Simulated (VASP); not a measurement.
# CdTe (Fm-3m) in VASP: a series of runs

CdTe is run at these levels: revPBE+D4, LDA; tasks: single point.

Everything below comes from runs of VASP 6.6.1. Logs are shortened: lines on timing, memory, paths and dates and some standing lists are left out, and cuts for length are marked.

### 1 The cell of the first run

Symmetry: Fm-3m, No. 225, cubic system. The conventional cell has a = 6.410 Å, b = 6.410 Å, c = 6.410 Å, α = 90.00°, β = 90.00°, γ = 90.00°. Within 4.2 Å of Cd (site symmetry m-3m) lie 6 Te at 3.20 Å. Within 4.2 Å of Te (site symmetry m-3m) lie 6 Cd at 3.20 Å.

### 2 Single point, revPBE+D4

INCAR

```
ALGO = Normal
EDIFF = 1E-6
ENCUT = 520
GGA = RE
ISIF = 2
ISMEAR = 0
IVDW = 13
LASPH = T
LCHARG = F
LREAL = F
LWAVE = F
NBANDS = 16
NELM = 60
PREC = Accurate
SIGMA = 0.05
```

KPOINTS

```
k-points
0
Gamma
  6 6 6
```

POSCAR

```
CdTe
1.0
    0.0000000000      3.2049986979      3.2049986979
    3.2049986979      0.0000000000      3.2049986979
    3.2049986979      3.2049986979      0.0000000000
Cd Te
1 1
Direct
    0.5000000000      0.5000000000      0.5000000000
    0.0000000000      0.0000000000      0.0000000000
```

Potentials or basis: VASP PAW PBE potentials, release 64 (Cd, Te).

Started as:

```
$ cat potpaw_PBE.64/Cd/POTCAR potpaw_PBE.64/Te/POTCAR > POTCAR
$ mpirun -np 1 vasp_std > vasp.out
```

OUTCAR:

```text
EDIFF = 1E-6
   ENCUT = 520
   GGA = RE
   ISIF = 2
   ISMEAR = 0
   IVDW = 13
   LASPH = T
   LREAL = F
   NELM = 60
   PREC = Accurate

 ion  position               nearest neighbor table
   1  0.500  0.500  0.500-   2 3.20   2 3.20   2 3.20   2 3.20   2 3.20   2 3.20
   2  0.000  0.000  0.000-   1 3.20   1 3.20   1 3.20   1 3.20   1 3.20   1 3.20

  LATTYP: Found a face centered cubic cell.
 ALAT       =     6.4099973958

  Lattice vectors:

 A1 = (   0.0000000000,   3.2049986979,   3.2049986979)
 A2 = (   3.2049986979,   0.0000000000,   3.2049986979)
 A3 = (   3.2049986979,   3.2049986979,   0.0000000000)

Analysis of symmetry for initial positions (statically):
=====================================================================
 Subroutine PRICEL returns:
 Original cell was already a primitive cell.

 Routine SETGRP: Setting up the symmetry group for a
 face centered cubic supercell.

 Subroutine GETGRP returns: Found 48 space group operations
 (whereof 48 operations were pure point group operations)
 out of a pool of 48 trial point group operations.

The static configuration has the point symmetry O_h .

Analysis of symmetry for dynamics (positions and initial velocities):
=====================================================================
 Subroutine PRICEL returns:
 Original cell was already a primitive cell.

 Routine SETGRP: Setting up the symmetry group for a
 face centered cubic supercell.

 Subroutine GETGRP returns: Found 48 space group operations
 (whereof 48 operations were pure point group operations)
 out of a pool of 48 trial point group operations.

The dynamic configuration has the point symmetry O_h .

 Subroutine INISYM returns: Found 48 space group operations
 (whereof 48 operations are pure point group operations),
 and found     1 'primitive' translations

----------------------------------------------------------------------------------------

                                     Primitive cell

  volume of cell :      65.8436

  direct lattice vectors                    reciprocal lattice vectors
     0.000000000  3.204998698  3.204998698    -0.156006304  0.156006304  0.156006304
     3.204998698  0.000000000  3.204998698     0.156006304 -0.156006304  0.156006304
     3.204998698  3.204998698  0.000000000     0.156006304  0.156006304 -0.156006304

  length of vectors
     4.532552626  4.532552626  4.532552626     0.270210844  0.270210844  0.270210844

[... 71 lines left out ...]
   EDIFF  = 0.1E-05   stopping-criterion for ELM
   LREAL  =      F    real-space projection
   EDIFFG = 0.1E-04   stopping-criterion for IOM
   NSW    =      0    number of steps for IOM
   IBRION =     -1    ionic relax: 0-MD 1-quasi-New 2-CG
   NFREE  =      0    steps in history (QN), initial steepest desc. (CG)
   ISIF   =      2    stress and relaxation
   ISYM   =      2    0-nonsym 1-usesym 2-fastsym
   POTIM  = 0.5000    time-step for ionic-motion
   TEBEG  =    0.0;   TEEND  =   0.0 temperature during run
   PSTRESS=    0.0 pullay stress
   NELECT =      18.0000    total number of electrons
   NUPDOWN=      -1.0000    fix difference up-down
   EMIN   =  10.00;   EMAX   =-10.00  energy-range for DOS
   EFERMI =   0.00;   METHOD = LEGACY
   ISMEAR =     0;   SIGMA  =   0.05  broadening in eV -4-tet -1-fermi 0-gaus
   EFERMI_NEDOS =   21; number of points for ismear=-14 and -15
   IALGO  =     38    algorithm
   IMIX   =      4    mixing-type and parameters
     AMIX     =   0.40;   BMIX     =  1.00
     AMIX_MAG =   1.60;   BMIX_MAG =  1.00
  volume/ion in A,a.u.               =      32.92       222.17
  Fermi-wavevector in a.u.,A,eV,Ry     =   1.062497  2.007829 15.359622  1.128900
  Thomas-Fermi vector in A             =   2.197950
   LORBIT       =      0    0 simple, 1 ext, 2 COOP (PROOUT), +10 PAW based schemes
   GGA     = RE    functional components
   LHFCALC =     F    Hartree Fock is set to
   AEXX    =    0.0000 exact exchange contribution
   IVDW    =    13    specifies the selected vdW correction
   LEPSILON=     F    determine dielectric tensor
   LRPA    =     F    only Hartree local field effects (RPA)
 non-spin polarized calculation
 Gauss-broadening in eV      SIGMA  =   0.05
  energy-cutoff  :      520.00
  volume of cell :       65.84
 maximum number of plane-waves:      1807
 NGX is ok and might be reduce to    36
   NGX = 17   NGY = 17   NGZ = 17

 number of electron      17.9999995 magnetization

 Free energy of the ion-electron system (eV)
  ---------------------------------------------------
  ext. energy  EPLUGINS =         0.00000000
  ---------------------------------------------------
  free energy    TOTEN  =        -3.74203783 eV

  energy without entropy =       -3.74058690  energy(sigma->0) =       -3.74131237

 E-fermi :   2.7351     XC(G=0):  -8.9406

 val. band max:        2.7199602049   @ k =  -0.1667   0.1667   0.0000
 cond. band min:       2.8358904938   @ k =   0.3333   0.3333   0.0000
 fundamental gap:      0.1159302889
 Fermi energy:         2.7351426446

 k-point     1 :       0.0000    0.0000    0.0000
  band No.  band energies     occupation
      1      -8.0797      2.00000
      2      -5.4652      2.00000
      3      -5.4652      2.00000
      4      -5.4392      2.00000
      5      -5.4392      2.00000
      6      -5.4392      2.00000
[... 281 lines left out ...]
      3      -5.4535      2.00000
      4      -5.3985      2.00000
      5      -5.3650      2.00000
      6      -4.9955      2.00000
[... 8 lines left out ...]
     15      13.1615      0.00000
     16      15.1281      0.00000

------------------------ aborting loop because EDIFF is reached ----------------------------------------

  DFT-D4 for vdW energy calculation

  Edisp (eV):   -1.22621

  FORCE on cell =-STRESS in cart. coord.  units (eV):
  Direction    XX          YY          ZZ          XY          YZ          ZX
  --------------------------------------------------------------------------------------
  -------------------------------------------------------------------------------------
  Total      -2.59190    -2.59190    -2.59190     0.00000     0.00000     0.00000
  in kB     -63.06897   -63.06897   -63.06897     0.00000     0.00000     0.00000
  external pressure =      -63.07 kB  Pullay stress =        0.00 kB

 VOLUME and BASIS-vectors are now :
 -----------------------------------------------------------------------------
  energy-cutoff  :      520.00
  volume of cell :       65.84
      direct lattice vectors                 reciprocal lattice vectors
     0.000000000  3.204998698  3.204998698    -0.156006304  0.156006304  0.156006304
     3.204998698  0.000000000  3.204998698     0.156006304 -0.156006304  0.156006304
     3.204998698  3.204998698  0.000000000     0.156006304  0.156006304 -0.156006304

 POSITION                                       TOTAL-FORCE (eV/Angst)
 -----------------------------------------------------------------------------------
      3.20500      3.20500      3.20500        -0.000000     -0.000000     -0.000000
      0.00000      0.00000      0.00000         0.000000      0.000000      0.000000
 -----------------------------------------------------------------------------------
    total drift:                                0.000000      0.000000      0.000000

  FREE ENERGIE OF THE ION-ELECTRON SYSTEM (eV)
  ---------------------------------------------------
  free  energy   TOTEN  =        -4.9682508579 eV

  energy  without entropy=       -4.9667999276  energy(sigma->0) =       -4.96752539
```

OSZICAR:

```text
N       E                     dE             d eps       ncg     rms          rms(c)
DAV:   1     0.952516704993E+02    0.95252E+02   -0.77940E+03   512   0.955E+02
DAV:   2    -0.845772678337E+00   -0.96097E+02   -0.90629E+02   624   0.232E+02
DAV:   3    -0.403385944075E+01   -0.31881E+01   -0.31847E+01   616   0.431E+01
DAV:   4    -0.404892385450E+01   -0.15064E-01   -0.15063E-01   664   0.308E+00
DAV:   5    -0.404913136299E+01   -0.20751E-03   -0.20751E-03   624   0.350E-01    0.412E+00
DAV:   6    -0.376144828112E+01    0.28768E+00   -0.43588E-01   576   0.628E+00    0.365E+00
DAV:   7    -0.374079545475E+01    0.20653E-01   -0.91553E-02   552   0.201E+00    0.147E+00
DAV:   8    -0.374170569680E+01   -0.91024E-03   -0.93510E-03   576   0.101E+00    0.341E-01
DAV:   9    -0.374199181794E+01   -0.28612E-03   -0.10510E-03   600   0.259E-01    0.747E-02
DAV:  10    -0.374202124831E+01   -0.29430E-04   -0.64539E-05   632   0.703E-02    0.497E-02
DAV:  11    -0.374203735749E+01   -0.16109E-04   -0.32759E-05   552   0.412E-02    0.308E-02
DAV:  12    -0.374203783451E+01   -0.47702E-06   -0.14208E-06   544   0.990E-03
   1 F= -.49682509E+01 E0= -.49675254E+01  d E =-.145093E-02
```

stdout:

```text
POSCAR found type information on POSCAR CdTe
 POSCAR found :  2 types and       2 ions
 scaLAPACK will be used
 -----------------------------------------------------------------------------
|                                                                             |
|                                                                             |
|     You enforced a specific xc type in the INCAR file but a different       |
|     I HOPE YOU KNOW WHAT YOU ARE DOING!                                     |
|                                                                             |
 -----------------------------------------------------------------------------

 LDA part: xc-table for (Slater+PW92), standard interpolation
 POSCAR, INCAR and KPOINTS ok, starting setup
 FFT: planning ... GRIDC
 FFT: planning ... GRID_SOFT
 FFT: planning ... GRID
 WAVECAR not read
 entering main loop
```

Wall time 22 s (1 thread of Intel Xeon Platinum 8259CL at 2.50GHz (Skylake/Cascade Lake), shared host); peak memory 0.21 GiB.

What came out:

```
Free energy                : -4.9683 eV
Pressure                   : -6.3 GPa
Band gap on the k mesh     : zero (band 9 reaches 2.72 eV, above the bottom of band 10 at 1.52 eV)
Dispersion energy per atom : -0.613 eV
```

Caveat: the PAW data sets were made with another functional, which shifts forces and pressure a little; spin-orbit coupling is left out, which moves the levels of the heavy elements; pairwise dispersion overbinds metals, which lowers pressure and volume.

### 3 Single point, LDA

This run uses another cell than the first one, of 25.92 Å³/atom, 0.787 times its volume.

INCAR

```
  ALGO = Normal
  EDIFF = 1E-6
  ENCUT = 500
  GGA = CA
  GGA_COMPAT = F
  ISIF = 2
  ISMEAR = 0
  LASPH = T
  LCHARG = F
  LREAL = F
  LWAVE = F
  NBANDS = 16
  NELM = 120
  PREC = Accurate
  SIGMA = 0.05
```

KPOINTS is that of step 2.

POSCAR

```
CdTe
1.0
    0.0000000000      2.9593634045      2.9593634045
    2.9593634045      0.0000000000      2.9593634045
    2.9593634045      2.9593634045      0.0000000000
Cd Te
1 1
Direct
    0.5000000000      0.5000000000      0.5000000000
    0.0000000000      0.0000000000      0.0000000000
```

Potentials or basis: VASP PAW LDA potentials, release 64 (Cd, Te).

Started as:

```
$ cat potpaw_LDA.64/Cd/POTCAR potpaw_LDA.64/Te/POTCAR > POTCAR
$ mpirun -np 1 vasp_std > vasp.out
```

It took 12 s on 1 thread of Intel Xeon 6975P-C, shared host; peak memory 0.16 GiB.

Results (log left out):

- Free energy: -5.7920 eV
- Pressure: 0.9 GPa
- Band gap on the k mesh: zero (band 9 reaches 4.87 eV, above the bottom of band 10 at 3.28 eV)

Levels at points of the mesh, in eV from the Fermi level:
```tsv
k point	band 6	band 7	band 8	band 9	band 10	band 11	band 12	band 13
(0.00, 0.00, 0.00)	-8.53	-0.61	-0.61	-0.61	0.57	7.09	7.09	7.09
(0.50, 0.00, 0.00)	-8.42	-5.77	-0.04	-0.04	2.54	3.78	3.78	5.07
(0.50, 0.50, 0.00)	-7.53	-4.76	-2.47	-2.47	-1.54	4.02	9.56	9.56
```

Caveat: spin-orbit coupling is left out, which moves the levels of the heavy elements.
